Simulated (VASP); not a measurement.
Na, 1 atom in the cell. The structure is cubic, space group Fm-3m (No. 225). The conventional cell has a = 3.767 Å, b = 3.767 Å, c = 3.767 Å, α = 90.00°, β = 90.00°, γ = 90.00°. Na (site symmetry m-3m) has 12 Na at 2.66 Å within 3.5 Å. 

- Program: VASP 6.6.1
- Task: single point
- Functional: LDA
- Potentials or basis: VASP PAW LDA potentials, release 64 (Na_pv)
- Cutoff: 520 eV
- k mesh: 13 × 13 × 13
- Occupations: fermi-dirac, width 0.05 eV
- Spin: no spin polarisation
- Dipole correction: no
- Further INCAR settings: ALGO = Normal; EDIFF = 1e-06; NBANDS = 10

Potentials or basis: VASP PAW LDA potentials, release 64 (Na_pv).

Run with:

```bash
$ cat potpaw_LDA.64/Na_pv/POTCAR > POTCAR
$ mpirun -np 1 vasp_std > vasp.out
```

Hardware: 1 thread of Intel(R) Xeon(R) 6975P-C (Granite Rapids), with other jobs on the host.

Question: Estimate the wall time of this run.

Answer: Run time: 3.2 s on 1 thread of Intel(R) Xeon(R) 6975P-C (Granite Rapids), on a shared host, peak memory 0.11 GiB. Counts: scf iterations 9, k points 84.
